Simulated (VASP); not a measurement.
# AlP (F-43m) in VASP: single point with PBE

Aim: the single point of AlP with PBE.

All numbers are computed with VASP 6.6.1; they aren't measurements. Logs are shortened: lines on timing, memory, paths and dates and some standing lists are left out, and cuts for length are marked.

## Step 1: The cell of the first run

Symmetry: F-43m, No. 216, cubic system. The conventional cell has a = 5.451 Å, b = 5.451 Å, c = 5.451 Å, α = 90.00°, β = 90.00°, γ = 90.00°. Al (site symmetry -43m) has 4 P at 2.36 Å within 3.1 Å. Within 3.1 Å of P (site symmetry -43m) lie 4 Al at 2.36 Å.

## Step 2: Single point, PBE

Contents of INCAR:

```
ALGO     = Normal         # electronic algorithm
EDIFF    = 1E-6           # SCF threshold, eV
ENCUT    = 500            # plane-wave cutoff, eV
GGA      = PE             # functional
GGA_COMPAT= False        
ISIF     = 2              # what is computed and relaxed
ISMEAR   = -1             # smearing method
LASPH    = True           # aspherical terms in the spheres
LCHARG   = False          # write CHGCAR
LREAL    = False          # projectors in reciprocal space
LWAVE    = False          # write WAVECAR
NBANDS   = 46             # bands
NELM     = 120            # most SCF steps
PREC     = Accurate       # precision mode
SIGMA    = 0.02           # smearing width, eV
```

Contents of KPOINTS:

```
k-points
0
Gamma
  2 2 2
```

Contents of POSCAR:

```
AlP
1.0
    0.0000000000      5.4510000000      5.4510000000
    5.4510000000      0.0000000000      5.4510000000
    5.4510000000      5.4510000000      0.0000000000
Al P
8 8
Direct
    0.0000000000      0.0000000000      0.0000000000
    0.0000000000      0.0000000000      0.5000000000
    0.0000000000      0.5000000000      0.0000000000
    0.0000000000      0.5000000000      0.5000000000
    0.5000000000      0.0000000000      0.0000000000
    0.5000000000      0.0000000000      0.5000000000
    0.5000000000      0.5000000000      0.0000000000
    0.5000000000      0.5000000000      0.5000000000
    0.1250000000      0.1250000000      0.1250000000
    0.1250000000      0.1250000000      0.6250000000
    0.1250000000      0.6250000000      0.1250000000
    0.1250000000      0.6250000000      0.6250000000
    0.6250000000      0.1250000000      0.1250000000
    0.6250000000      0.1250000000      0.6250000000
    0.6250000000      0.6250000000      0.1250000000
    0.6250000000      0.6250000000      0.6250000000
```

Potentials or basis: VASP PAW PBE potentials, release 64 (Al, P).

Launch:

```sh
$ cat potpaw_PBE.64/Al/POTCAR potpaw_PBE.64/P/POTCAR > POTCAR
$ mpirun -np 1 vasp_std > vasp.out
```

OUTCAR:

```text
EDIFF = 1E-6
   ENCUT = 500
   GGA = PE
   ISIF = 2
   ISMEAR = -1
   LASPH = True
   LREAL = False
   NELM = 120
   PREC = Accurate

 ion  position               nearest neighbor table
   1  0.000  0.000  0.000-  10 2.36  11 2.36  13 2.36   9 2.36
   2  0.000  0.000  0.500-   9 2.36  12 2.36  14 2.36  10 2.36
   3  0.000  0.500  0.000-   9 2.36  12 2.36  15 2.36  11 2.36
   4  0.000  0.500  0.500-  10 2.36  11 2.36  16 2.36  12 2.36
   5  0.500  0.000  0.000-   9 2.36  14 2.36  15 2.36  13 2.36
   6  0.500  0.000  0.500-  10 2.36  13 2.36  16 2.36  14 2.36
[... 8 lines left out ...]
  15  0.625  0.625  0.125-   3 2.36   5 2.36   8 2.36   7 2.36
  16  0.625  0.625  0.625-   4 2.36   6 2.36   7 2.36   8 2.36

  LATTYP: Found a face centered cubic cell.
 ALAT       =    10.9020000000

  Lattice vectors:

 A1 = (   0.0000000000,   5.4510000000,   5.4510000000)
 A2 = (   5.4510000000,   0.0000000000,   5.4510000000)
 A3 = (   5.4510000000,   5.4510000000,   0.0000000000)

Analysis of symmetry for initial positions (statically):
=====================================================================
 Subroutine PRICEL returns following result:

  LATTYP: Found a face centered cubic cell.
 ALAT       =     5.4510000000

  Lattice vectors:

 A1 = (   0.0000000000,   2.7255000000,   2.7255000000)
 A2 = (   2.7255000000,   0.0000000000,   2.7255000000)
 A3 = (   2.7255000000,   2.7255000000,   0.0000000000)

   8 primitive cells build up your supercell.

 Routine SETGRP: Setting up the symmetry group for a
 face centered cubic supercell.

 Subroutine GETGRP returns: Found 24 space group operations
 (whereof 24 operations were pure point group operations)
 out of a pool of 48 trial point group operations.

The static configuration has the point symmetry T_d .

Analysis of symmetry for dynamics (positions and initial velocities):
=====================================================================
 Subroutine PRICEL returns following result:

  LATTYP: Found a face centered cubic cell.
 ALAT       =     5.4510000000

  Lattice vectors:

 A1 = (   0.0000000000,   2.7255000000,   2.7255000000)
 A2 = (   2.7255000000,   0.0000000000,   2.7255000000)
 A3 = (   2.7255000000,   2.7255000000,   0.0000000000)

   8 primitive cells build up your supercell.

 Routine SETGRP: Setting up the symmetry group for a
 face centered cubic supercell.

 Subroutine GETGRP returns: Found 24 space group operations
 (whereof 24 operations were pure point group operations)
 out of a pool of 48 trial point group operations.

The dynamic configuration has the point symmetry T_d .

 Subroutine INISYM returns: Found 24 space group operations
 (whereof 24 operations are pure point group operations),
 and found     8 'primitive' translations

----------------------------------------------------------------------------------------

                                     Primitive cell

  volume of cell :      40.4919

  direct lattice vectors                    reciprocal lattice vectors
     0.000000000  2.725500000  2.725500000    -0.183452578  0.183452578  0.183452578
     2.725500000  0.000000000  2.725500000     0.183452578 -0.183452578  0.183452578
     2.725500000  2.725500000  0.000000000     0.183452578  0.183452578 -0.183452578

  length of vectors
     3.854439064  3.854439064  3.854439064     0.317749185  0.317749185  0.317749185

  position of ions in fractional coordinates (direct lattice)
     0.000000000  0.000000000  0.000000000
     0.250000000  0.250000000  0.250000000

  ion indices of the primitive-cell ions
   primitive index   ion index
                 1           1
                 2           9

----------------------------------------------------------------------------------------

 KPOINTS: k-points

Automatic generation of k-mesh.
 Grid dimensions read from file:
 generate k-points for:    2    2    2

 Generating k-lattice:

  Cartesian coordinates                     Fractional coordinates (reciprocal lattice)
    -0.045863144  0.045863144  0.045863144     0.500000000  0.000000000  0.000000000
     0.045863144 -0.045863144  0.045863144     0.000000000  0.500000000  0.000000000
     0.045863144  0.045863144 -0.045863144     0.000000000  0.000000000  0.500000000

  Length of vectors
     0.079437296  0.079437296  0.079437296

  Shift w.r.t. Gamma in fractional coordinates (k-lattice)
     0.000000000  0.000000000  0.000000000

 Subroutine IBZKPT returns following result:
 ===========================================

 Found      3 irreducible k-points:

 Following reciprocal coordinates:
            Coordinates               Weight
  0.000000  0.000000  0.000000      1.000000
  0.500000  0.000000  0.000000      4.000000
  0.500000  0.500000  0.000000      3.000000
   k-points           NKPTS =      3   k-points in BZ     NKDIM =      3   number of bands    NBANDS=     46
   number of dos      NEDOS =    301   number of ions     NIONS =     16
   total plane-waves  NPLWV = 175616
   dimension x,y,z NGX =    56 NGY =   56 NGZ =   56
   dimension x,y,z NGXF=   112 NGYF=  112 NGZF=  112
   ions per type =               8   8
   NGX,Y,Z   is equivalent  to a cutoff of  12.08, 12.08, 12.08 a.u.
   NGXF,Y,Z  is equivalent  to a cutoff of  24.15, 24.15, 24.15 a.u.
 SYSTEM =  unknown system
   PREC   = accura    normal or accurate (medium, high low for compatibility)
   ISTART =      0    job   : 0-new  1-cont  2-samecut
   ICHARG =      2    charge: 1-file 2-atom 10-const
   ISPIN  =      1    spin polarized calculation?
   LNONCOLLINEAR =      F non collinear calculations
   LSORBIT =      F    spin-orbit coupling
   LASPH  =      T    aspherical Exc in radial PAW
   ENCUT  =  500.0 eV  36.75 Ry    6.06 a.u.  14.06 14.06 14.06*2*pi/ulx,y,z
   NELM   =    120;   NELMIN=  2; NELMDL= -5     # of ELM steps
   EDIFF  = 0.1E-05   stopping-criterion for ELM
   LREAL  =      F    real-space projection
   EDIFFG = 0.1E-04   stopping-criterion for IOM
   NSW    =      0    number of steps for IOM
   IBRION =     -1    ionic relax: 0-MD 1-quasi-New 2-CG
   NFREE  =      0    steps in history (QN), initial steepest desc. (CG)
   ISIF   =      2    stress and relaxation
   ISYM   =      2    0-nonsym 1-usesym 2-fastsym
   POTIM  = 0.5000    time-step for ionic-motion
   TEBEG  =    0.0;   TEEND  =   0.0 temperature during run
   PSTRESS=    0.0 pullay stress
   NELECT =      64.0000    total number of electrons
   NUPDOWN=      -1.0000    fix difference up-down
   EMIN   =  10.00;   EMAX   =-10.00  energy-range for DOS
   EFERMI =   0.00;   METHOD = LEGACY
   ISMEAR =    -1;   SIGMA  =   0.02  broadening in eV -4-tet -1-fermi 0-gaus
   EFERMI_NEDOS =   21; number of points for ismear=-14 and -15
   IALGO  =     38    algorithm
   IMIX   =      4    mixing-type and parameters
     AMIX     =   0.40;   BMIX     =  1.00
     AMIX_MAG =   1.60;   BMIX_MAG =  1.00
  volume/ion in A,a.u.               =      20.25       136.63
  Fermi-wavevector in a.u.,A,eV,Ry     =   0.953488  1.801831 12.369596  0.909140
  Thomas-Fermi vector in A             =   2.082148
   LORBIT       =      0    0 simple, 1 ext, 2 COOP (PROOUT), +10 PAW based schemes
   GGA     = PE    functional components
   LHFCALC =     F    Hartree Fock is set to
   AEXX    =    0.0000 exact exchange contribution
   IVDW    =     0    specifies the selected vdW correction
   LEPSILON=     F    determine dielectric tensor
   LRPA    =     F    only Hartree local field effects (RPA)
 non-spin polarized calculation
  energy-cutoff  :      500.00
  volume of cell :      323.94
 maximum number of plane-waves:      8291
   NGX = 29   NGY = 29   NGZ = 29

 number of electron      64.0000001 magnetization

 Free energy of the ion-electron system (eV)
  ---------------------------------------------------
  ext. energy  EPLUGINS =         0.00000000
  ---------------------------------------------------
  free energy    TOTEN  =       -82.16501401 eV

  energy without entropy =      -82.16501401  energy(sigma->0) =      -82.16501401

 E-fermi :   5.1264     XC(G=0):  -9.2110

 val. band max:        4.6648167777   @ k =   0.0000   0.0000   0.0000
 cond. band min:       6.2097318448   @ k =   0.0000   0.0000   0.0000
 fundamental gap:      1.5449150672
 Fermi energy:         5.1264400718

 k-point     1 :       0.0000    0.0000    0.0000
  band No.  band energies     occupation
      1      -6.8743      2.00000
      2      -5.1759      2.00000
      3      -5.1759      2.00000
      4      -5.1759      2.00000
      5      -5.1759      2.00000
      6      -4.5036      2.00000
[... 36 lines left out ...]
     43       8.0073      0.00000
     44       9.2078      0.00000

 k-point     2 :       0.5000    0.0000    0.0000
  band No.  band energies     occupation
      1      -6.2109      2.00000
      2      -6.2109      2.00000
      3      -4.9097      2.00000
      4      -4.9097      2.00000
      5      -4.9097      2.00000
      6      -4.9097      2.00000
[... 36 lines left out ...]
     43       9.7999      0.00000
     44       9.8174      0.00000

 k-point     3 :       0.5000    0.5000    0.0000
  band No.  band energies     occupation
      1      -5.9825      2.00000
      2      -5.9825      2.00000
      3      -5.2998      2.00000
      4      -5.2998      2.00000
      5      -5.2998      2.00000
      6      -5.2998      2.00000
[... 36 lines left out ...]
     43      10.6175      0.00000
     44      10.6238      0.00000
 [bands above 44 left out]

------------------------ aborting loop because EDIFF is reached ----------------------------------------

  FORCE on cell =-STRESS in cart. coord.  units (eV):
  Direction    XX          YY          ZZ          XY          YZ          ZX
  --------------------------------------------------------------------------------------
  -------------------------------------------------------------------------------------
  Total        6.1625320      6.1625320      6.1625320      0.0000000     -0.0000000      0.0000000
  in kB       30.4797379     30.4797379     30.4797379      0.0000000     -0.0000000      0.0000000
  external PRESSURE =      30.4797379 kB  Pullay stress =       0.0000000 kB

 VOLUME and BASIS-vectors are now :
 -----------------------------------------------------------------------------
  energy-cutoff  :      500.00
  volume of cell :      323.94
      direct lattice vectors                 reciprocal lattice vectors
     0.000000000  5.451000000  5.451000000    -0.091726289  0.091726289  0.091726289
     5.451000000  0.000000000  5.451000000     0.091726289 -0.091726289  0.091726289
     5.451000000  5.451000000  0.000000000     0.091726289  0.091726289 -0.091726289

 POSITION                                       TOTAL-FORCE (eV/Angst)
 -----------------------------------------------------------------------------------
      0.00000      0.00000      0.00000         0.000000      0.000000     -0.000000
      2.72550      2.72550      0.00000         0.000000      0.000000     -0.000000
      2.72550      0.00000      2.72550         0.000000      0.000000     -0.000000
      5.45100      2.72550      2.72550        -0.000000      0.000000     -0.000000
      0.00000      2.72550      2.72550         0.000000      0.000000     -0.000000
      2.72550      5.45100      2.72550         0.000000      0.000000     -0.000000
[... 8 lines left out ...]
      4.08825      4.08825      6.81375        -0.000000     -0.000000      0.000000
      6.81375      6.81375      6.81375        -0.000000     -0.000000      0.000000
 -----------------------------------------------------------------------------------
    total drift:                                0.000000      0.000000      0.000000

  FREE ENERGIE OF THE ION-ELECTRON SYSTEM (eV)
  ---------------------------------------------------
  free  energy   TOTEN  =       -82.1650140076 eV

  energy  without entropy=      -82.1650140075  energy(sigma->0) =      -82.16501401
```

Wall time 64 s (1 thread of Intel Xeon 8259CL, shared host); peak memory 0.42 GiB.

What came out:

```yaml
Free_energy: -82.1650 eV
Pressure: 3.0 GPa
Band_gap_on_the_k_mesh: 1.54 eV
```

Levels at points of the mesh, in eV from the valence-band top:
```
           k point  band 29  band 30  band 31  band 32  band 33  band 34  band 35  band 36
(0.00, 0.00, 0.00)    -0.77     0.00     0.00     0.00     1.54     1.54     1.54     2.44
(0.50, 0.00, 0.00)    -0.45    -0.45    -0.45    -0.45     2.77     2.77     2.77     2.77
(0.50, 0.50, 0.00)    -0.85    -0.85    -0.85    -0.85     2.84     2.84     3.76     3.76
```

Caveat: the k points lie up to 0.50 Å⁻¹ apart.
